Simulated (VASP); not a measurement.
# B2As3 (P-3m1) in VASP: notebook

The runs below take B2As3 through single point, relaxation of cell and atoms, with PBE.

Program: VASP 6.6.1. These are calculated values, not measurements. Logs are shortened: lines on timing, memory, paths and dates and some standing lists are left out, and cuts for length are marked.

**1. The cell of the first run**

It takes space group P-3m1 (No. 164, trigonal). Conventional cell: a = 3.445 Å, b = 3.445 Å, c = 15.238 Å, α = 90.00°, β = 90.00°, γ = 120.00°. B (site symmetry 3m) has 4 As at 2.10 to 2.14 Å within 2.8 Å. B (site symmetry 3m) has 4 As at 2.09 to 2.10 Å within 2.8 Å. Within 2.8 Å of As (site symmetry 3m) lie 1 B at 2.14 Å and 3 As at 2.48 Å. As (site symmetry 3m) has 4 B at 2.09 to 2.10 Å within 2.8 Å. As (site symmetry 3m) has 3 B at 2.10 Å within 2.8 Å.

**2. Single point, PBE**

Input file INCAR:

```
SYSTEM = B2As3
PREC     = Accurate       ! precision mode
ENCUT    = 520            ! plane-wave cutoff, eV
EDIFF    = 1E-6           ! SCF threshold, eV
ISMEAR   = 0              ! smearing method
SIGMA    = 0.2            ! smearing width, eV
LREAL    = .FALSE.        ! projectors in reciprocal space
LASPH    = .TRUE.         ! aspherical terms in the spheres
NELM     = 100            ! most SCF steps
ALGO     = Normal         ! electronic algorithm
ISIF     = 2              ! what is computed and relaxed
LWAVE    = .FALSE.        ! write WAVECAR
LCHARG   = .FALSE.        ! write CHGCAR
GGA      = PE             ! functional
NBANDS   = 32             ! bands
```

Input file KPOINTS:

```
regular mesh
0
G
  5 5 1
  0 0 0
```

Input file POSCAR:

```
B2As3
1.0
    3.4448999272      0.0000000000      0.0000000000
   -1.7224499636      2.9833708504      0.0000000000
    0.0000000000      0.0000000000     15.2383311416
B As
4 6
Direct
    0.6666666667      0.3333333333      0.8107604143
    0.0000000000      0.0000000000      0.6295275309
    0.3333333333      0.6666666667      0.1892395857
    0.0000000000      0.0000000000      0.3704724691
    0.6666666667      0.3333333333      0.9513828334
    0.0000000000      0.0000000000      0.7669662782
    0.3333333333      0.6666666667      0.5850762149
    0.3333333333      0.6666666667      0.0486171666
    0.0000000000      0.0000000000      0.2330337218
    0.6666666667      0.3333333333      0.4149237851
```

Potentials or basis: VASP PAW PBE potentials, release 64 (B, As).

Launch:

```bash
$ cat potpaw_PBE.64/B/POTCAR potpaw_PBE.64/As/POTCAR > POTCAR
$ mpirun -np 1 vasp_std > vasp.out
```

OUTCAR:

```text
SYSTEM = B2As3
   PREC = Accurate
   ENCUT = 520
   EDIFF = 1E-6
   ISMEAR = 0
   LREAL = .FALSE.
   LASPH = .TRUE.
   NELM = 100
   ISIF = 2
   GGA = PE

 ion  position               nearest neighbor table
   1  0.667  0.333  0.811-   6 2.10   6 2.10   6 2.10   5 2.14
   2  0.000  0.000  0.630-   6 2.09   7 2.10   7 2.10   7 2.10
   3  0.333  0.667  0.189-   9 2.10   9 2.10   9 2.10   8 2.14
   4  0.000  0.000  0.370-   9 2.09  10 2.10  10 2.10  10 2.10
   5  0.667  0.333  0.951-   1 2.14   8 2.48   8 2.48   8 2.48
   6  0.000  0.000  0.767-   2 2.09   1 2.10   1 2.10   1 2.10
   7  0.333  0.667  0.585-   2 2.10   2 2.10   2 2.10
   8  0.333  0.667  0.049-   3 2.14   5 2.48   5 2.48   5 2.48
   9  0.000  0.000  0.233-   4 2.09   3 2.10   3 2.10   3 2.10
  10  0.667  0.333  0.415-   4 2.10   4 2.10   4 2.10

  LATTYP: Found a hexagonal cell.
 ALAT       =     3.4448999272
 C/A-ratio  =     4.4234466788

  Lattice vectors:

 A1 = (   3.4448999272,   0.0000000000,   0.0000000000)
 A2 = (  -1.7224499636,   2.9833708504,   0.0000000000)
 A3 = (   0.0000000000,   0.0000000000,  15.2383311416)

Analysis of symmetry for initial positions (statically):
=====================================================================
 Subroutine PRICEL returns:
 Original cell was already a primitive cell.

 Routine SETGRP: Setting up the symmetry group for a
 hexagonal supercell.

 Subroutine GETGRP returns: Found 12 space group operations
 (whereof 12 operations were pure point group operations)
 out of a pool of 24 trial point group operations.

The static configuration has the point symmetry D_3d.

Analysis of symmetry for dynamics (positions and initial velocities):
=====================================================================
 Subroutine PRICEL returns:
 Original cell was already a primitive cell.

 Routine SETGRP: Setting up the symmetry group for a
 hexagonal supercell.

 Subroutine GETGRP returns: Found 12 space group operations
 (whereof 12 operations were pure point group operations)
 out of a pool of 24 trial point group operations.

The dynamic configuration has the point symmetry D_3d.

 Subroutine INISYM returns: Found 12 space group operations
 (whereof 12 operations are pure point group operations),
 and found     1 'primitive' translations

----------------------------------------------------------------------------------------

                                     Primitive cell

  volume of cell :     156.6106

  direct lattice vectors                    reciprocal lattice vectors
     3.444899927  0.000000000  0.000000000     0.290284194  0.167595658  0.000000000
    -1.722449964  2.983370850  0.000000000     0.000000000  0.335191316  0.000000000
     0.000000000  0.000000000 15.238331142     0.000000000  0.000000000  0.065623984

  length of vectors
     3.444899927  3.444899927 15.238331142     0.335191316  0.335191316  0.065623984

  position of ions in fractional coordinates (direct lattice)
     0.666666667  0.333333333  0.810760414
     0.000000000  0.000000000  0.629527531
     0.333333333  0.666666667  0.189239586
     0.000000000  0.000000000  0.370472469
     0.666666667  0.333333333  0.951382833
     0.000000000  0.000000000  0.766966278
     0.333333333  0.666666667  0.585076215
     0.333333333  0.666666667  0.048617167
     0.000000000  0.000000000  0.233033722
     0.666666667  0.333333333  0.414923785

  ion indices of the primitive-cell ions
   primitive index   ion index
                 1           1
                 2           2
                 3           3
                 4           4
                 5           5
                 6           6
                 7           7
                 8           8
                 9           9
                10          10

----------------------------------------------------------------------------------------

 KPOINTS: regular mesh

Automatic generation of k-mesh.
 Grid dimensions read from file:
 generate k-points for:    5    5    1

 Generating k-lattice:

  Cartesian coordinates                     Fractional coordinates (reciprocal lattice)
     0.058056839  0.033519132  0.000000000     0.200000000  0.000000000  0.000000000
     0.000000000  0.067038263  0.000000000     0.000000000  0.200000000  0.000000000
     0.000000000  0.000000000  0.065623984     0.000000000  0.000000000  1.000000000

  Length of vectors
     0.067038263  0.067038263  0.065623984

  Shift w.r.t. Gamma in fractional coordinates (k-lattice)
     0.000000000  0.000000000  0.000000000

 Subroutine IBZKPT returns following result:
 ===========================================

 Found      5 irreducible k-points:

 Following reciprocal coordinates:
            Coordinates               Weight
  0.000000  0.000000  0.000000      1.000000
  0.200000  0.000000  0.000000      6.000000
  0.400000 -0.000000  0.000000      6.000000
  0.200000  0.200000  0.000000      6.000000
  0.400000  0.200000  0.000000      6.000000
   k-points           NKPTS =      5   k-points in BZ     NKDIM =      5   number of bands    NBANDS=     32
   number of dos      NEDOS =    301   number of ions     NIONS =     10
   total plane-waves  NPLWV =  94080
   dimension x,y,z NGX =    28 NGY =   28 NGZ =  120
   dimension x,y,z NGXF=    56 NGYF=   56 NGZF=  240
   ions per type =               4   6
   NGX,Y,Z   is equivalent  to a cutoff of  13.51, 13.51, 13.09 a.u.
   NGXF,Y,Z  is equivalent  to a cutoff of  27.02, 27.02, 26.18 a.u.
 SYSTEM =  B2As3
   PREC   = accura    normal or accurate (medium, high low for compatibility)
   ISTART =      0    job   : 0-new  1-cont  2-samecut
   ICHARG =      2    charge: 1-file 2-atom 10-const
   ISPIN  =      1    spin polarized calculation?
   LNONCOLLINEAR =      F non collinear calculations
   LSORBIT =      F    spin-orbit coupling
   LASPH  =      T    aspherical Exc in radial PAW
   ENCUT  =  520.0 eV  38.22 Ry    6.18 a.u.   6.41  6.41 28.33*2*pi/ulx,y,z
   NELM   =    100;   NELMIN=  2; NELMDL= -5     # of ELM steps
   EDIFF  = 0.1E-05   stopping-criterion for ELM
   LREAL  =      F    real-space projection
   EDIFFG = 0.1E-04   stopping-criterion for IOM
   NSW    =      0    number of steps for IOM
   IBRION =     -1    ionic relax: 0-MD 1-quasi-New 2-CG
   NFREE  =      0    steps in history (QN), initial steepest desc. (CG)
   ISIF   =      2    stress and relaxation
   ISYM   =      2    0-nonsym 1-usesym 2-fastsym
   POTIM  = 0.5000    time-step for ionic-motion
   TEBEG  =    0.0;   TEEND  =   0.0 temperature during run
   PSTRESS=    0.0 pullay stress
   NELECT =      42.0000    total number of electrons
   NUPDOWN=      -1.0000    fix difference up-down
   EMIN   =  10.00;   EMAX   =-10.00  energy-range for DOS
   EFERMI =   0.00;   METHOD = LEGACY
   ISMEAR =     0;   SIGMA  =   0.20  broadening in eV -4-tet -1-fermi 0-gaus
   EFERMI_NEDOS =   21; number of points for ismear=-14 and -15
   IALGO  =     38    algorithm
   IMIX   =      4    mixing-type and parameters
     AMIX     =   0.40;   BMIX     =  1.00
     AMIX_MAG =   1.60;   BMIX_MAG =  1.00
  volume/ion in A,a.u.               =      15.66       105.69
  Fermi-wavevector in a.u.,A,eV,Ry     =   1.055725  1.995031 15.164448  1.114555
  Thomas-Fermi vector in A             =   2.190934
   LORBIT       =      0    0 simple, 1 ext, 2 COOP (PROOUT), +10 PAW based schemes
   GGA     = PE    functional components
   LHFCALC =     F    Hartree Fock is set to
   AEXX    =    0.0000 exact exchange contribution
   IVDW    =     0    specifies the selected vdW correction
   LEPSILON=     F    determine dielectric tensor
   LRPA    =     F    only Hartree local field effects (RPA)
 non-spin polarized calculation
 Gauss-broadening in eV      SIGMA  =   0.20
  energy-cutoff  :      520.00
  volume of cell :      156.61
 maximum number of plane-waves:      4261
 NGX is ok and might be reduce to    28
   NGX = 13   NGY = 13   NGZ = 57

 number of electron      41.9999999 magnetization

 Free energy of the ion-electron system (eV)
  ---------------------------------------------------
  ext. energy  EPLUGINS =         0.00000000
  ---------------------------------------------------
  free energy    TOTEN  =       -51.99148880 eV

  energy without entropy =      -51.94524809  energy(sigma->0) =      -51.96836845

 E-fermi :   5.6604     XC(G=0): -10.3291

 val. band max:        5.5828817201   @ k =   0.0000   0.0000   0.0000
 cond. band min:       5.7758077692   @ k =   0.2000   0.2000   0.0000
 fundamental gap:      0.1929260491
 Fermi energy:         5.6604172314

 k-point     1 :       0.0000    0.0000    0.0000
  band No.  band energies     occupation
      1     -10.0436      2.00000
      2      -9.0079      2.00000
      3      -8.8196      2.00000
      4      -7.5114      2.00000
      5      -6.9634      2.00000
      6      -4.5717      2.00000
[... 24 lines left out ...]
     31       9.2404      0.00000
     32       9.5817      0.00000

 k-point     2 :       0.2000    0.0000    0.0000
  band No.  band energies     occupation
      1      -9.4680      2.00000
      2      -8.4738      2.00000
      3      -8.2744      2.00000
      4      -6.9808      2.00000
      5      -6.4561      2.00000
      6      -4.3557      2.00000
[... 24 lines left out ...]
     31      10.9191      0.00000
     32      10.9233      0.00000

 k-point     3 :       0.4000   -0.0000    0.0000
  band No.  band energies     occupation
      1      -7.9042      2.00000
      2      -7.1039      2.00000
      3      -6.8772      2.00000
      4      -5.7680      2.00000
      5      -5.2673      2.00000
      6      -4.8549      2.00000
[... 24 lines left out ...]
     31      10.5681      0.00000
     32      11.3089      0.00000

 k-point     4 :       0.2000    0.2000    0.0000
  band No.  band energies     occupation
      1      -8.3741      2.00000
      2      -7.4850      2.00000
      3      -7.2689      2.00000
      4      -6.0260      2.00000
      5      -5.5779      2.00000
      6      -4.4661      2.00000
[... 24 lines left out ...]
     31      10.9134      0.00000
     32      11.2045      0.00000

 k-point     5 :       0.4000    0.2000    0.0000
  band No.  band energies     occupation
      1      -6.8659      2.00000
      2      -6.4157      2.00000
      3      -6.2622      2.00000
      4      -5.5898      2.00000
      5      -5.0892      2.00000
      6      -4.8214      2.00000
[... 24 lines left out ...]
     31      10.9993      0.00000
     32      11.4289      0.00000

------------------------ aborting loop because EDIFF is reached ----------------------------------------

  FORCE on cell =-STRESS in cart. coord.  units (eV):
  Direction    XX          YY          ZZ          XY          YZ          ZX
  --------------------------------------------------------------------------------------
  -------------------------------------------------------------------------------------
  Total        0.3957425      0.3957425      0.2754107      0.0000000     -0.0000000      0.0000000
  in kB        4.0485737      4.0485737      2.8175399      0.0000000     -0.0000000      0.0000000
  external PRESSURE =       3.6382291 kB  Pullay stress =       0.0000000 kB

 VOLUME and BASIS-vectors are now :
 -----------------------------------------------------------------------------
  energy-cutoff  :      520.00
  volume of cell :      156.61
      direct lattice vectors                 reciprocal lattice vectors
     3.444899927  0.000000000  0.000000000     0.290284194  0.167595658  0.000000000
    -1.722449964  2.983370850  0.000000000     0.000000000  0.335191316  0.000000000
     0.000000000  0.000000000 15.238331142     0.000000000  0.000000000  0.065623984

 POSITION                                       TOTAL-FORCE (eV/Angst)
 -----------------------------------------------------------------------------------
      1.72245      0.99446     12.35464         0.000000      0.000000     -0.066529
      0.00000      0.00000      9.59295         0.000000      0.000000     -0.036719
     -0.00000      1.98891      2.88370        -0.000000     -0.000000      0.066529
      0.00000      0.00000      5.64538        -0.000000      0.000000      0.036719
      1.72245      0.99446     14.49749         0.000000     -0.000000     -0.036897
      0.00000      0.00000     11.68729         0.000000     -0.000000      0.047223
     -0.00000      1.98891      8.91559         0.000000      0.000000     -0.040886
     -0.00000      1.98891      0.74084        -0.000000      0.000000      0.036897
      0.00000      0.00000      3.55105         0.000000      0.000000     -0.047223
      1.72245      0.99446      6.32275        -0.000000     -0.000000      0.040886
 -----------------------------------------------------------------------------------
    total drift:                                0.000000     -0.000000      0.000000

  FREE ENERGIE OF THE ION-ELECTRON SYSTEM (eV)
  ---------------------------------------------------
  free  energy   TOTEN  =       -51.9914888023 eV

  energy  without entropy=      -51.9452480947  energy(sigma->0) =      -51.96836845
```

Run time: 83 s. Hardware: 1 thread of Intel Xeon 8259CL, shared host; peak memory 0.28 GiB.

Results:

```
Free energy            : -51.9915 eV
Pressure               : 0.4 GPa
Largest force          : 0.067 eV/Å
Band gap on the k mesh : zero (bands 21 and 22 overlap by 0.88 eV)
```

Forces on the atoms (eV/Å):
```
B    0.000  0.000 -0.067
B    0.000  0.000 -0.037
B    0.000  0.000  0.067
B    0.000  0.000  0.037
As   0.000  0.000 -0.037
As   0.000  0.000  0.047
As   0.000  0.000 -0.041
As   0.000  0.000  0.037
As   0.000  0.000 -0.047
As   0.000  0.000  0.041
```

Stress tensor (GPa, compression positive):
```
0.40 0.00 0.00
0.00 0.40 0.00
0.00 0.00 0.28
```

Levels at points of the mesh, in eV from the Fermi level:
```tsv
k point	band 18	band 19	band 20	band 21	band 22	band 23	band 24	band 25
(0.00, 0.00, 0.00)	-0.57	-0.27	-0.27	-0.08	2.03	2.17	2.37	2.37
```

Caveat: the k points lie up to 0.42 Å⁻¹ apart, too coarse for converged energies and pressures of a metal.

**3. Single point, PBE**

This run uses another cell than the first one, of 15.58 Å³/atom.

Input file INCAR:

```
  PREC = Accurate
  ENCUT = 520
  EDIFF = 1E-6
  ISMEAR = 0
  SIGMA = 0.2
  LREAL = False
  LASPH = True
  NELM = 60
  ALGO = Normal
  ISIF = 2
  LWAVE = False
  LCHARG = False
  GGA = PE
  NBANDS = 32
```

Input file KPOINTS:

```
regular mesh
0
Gamma
  6 6 2
```

Input file POSCAR:

```
B2As3
1.0
    3.4268128358      0.0000000000      0.0000000000
   -1.7134064179      2.9677069698      0.0000000000
    0.0000000000      0.0000000000     15.3229590281
B As
4 6
Direct
    0.6666666667      0.3333333333      0.8092461728
    1.0000000000      0.0000000000      0.6288279095
    0.3333333333      0.6666666667      0.1907538272
    0.0000000000      0.0000000000      0.3711720905
    0.6666666667      0.3333333333      0.9502807290
    0.0000000000      0.0000000000      0.7662303149
    0.3333333333      0.6666666667      0.5844650380
    0.3333333333      0.6666666667      0.0497192710
    0.0000000000      0.0000000000      0.2337696851
    0.6666666667      0.3333333333      0.4155349620
```

Potentials or basis: VASP PAW PBE potentials, release 64 (B, As).

Launch:

```bash
$ cat potpaw_PBE.64/B/POTCAR potpaw_PBE.64/As/POTCAR > POTCAR
$ mpirun -np 1 vasp_std > vasp.out
```

Run time: 3 min. Hardware: 1 thread of Intel Xeon 8259CL, shared host; peak memory 0.31 GiB.

The run converged. Its results:

- Free energy: -52.1389 eV
- Pressure: 0.5 GPa
- Largest force: 0.071 eV/Å
- Band gap on the k mesh: zero (bands 21 and 22 overlap by 1.78 eV)

Forces on the atoms (eV/Å):
```
B    0.000  0.000  0.026
B    0.000  0.000  0.007
B    0.000  0.000 -0.026
B    0.000  0.000 -0.007
As   0.000  0.000 -0.071
As   0.000  0.000  0.003
As   0.000  0.000  0.014
As   0.000  0.000  0.071
As   0.000  0.000 -0.003
As   0.000  0.000 -0.014
```

Stress tensor (GPa, compression positive):
```
0.63 0.00 0.00
0.00 0.63 0.00
0.00 0.00 0.29
```

Levels at points of the mesh, in eV from the Fermi level:
```
           k point  band 18  band 19  band 20  band 21  band 22  band 23  band 24  band 25
(0.00, 0.00, 0.00)    -0.45    -0.08    -0.07    -0.07     2.28     2.39     2.59     2.59
(0.50, 0.00, 0.00)    -2.12    -2.11    -1.91    -0.97    -0.47     0.62     1.65     1.89
(0.00, 0.00, 0.50)    -0.46    -0.06    -0.06     1.31     2.12     2.40     2.56     2.56
(0.50, 0.00, 0.50)    -2.51    -2.09    -1.90    -0.73    -0.12     0.07     1.74     1.74
```

[end of part 1 of 2]
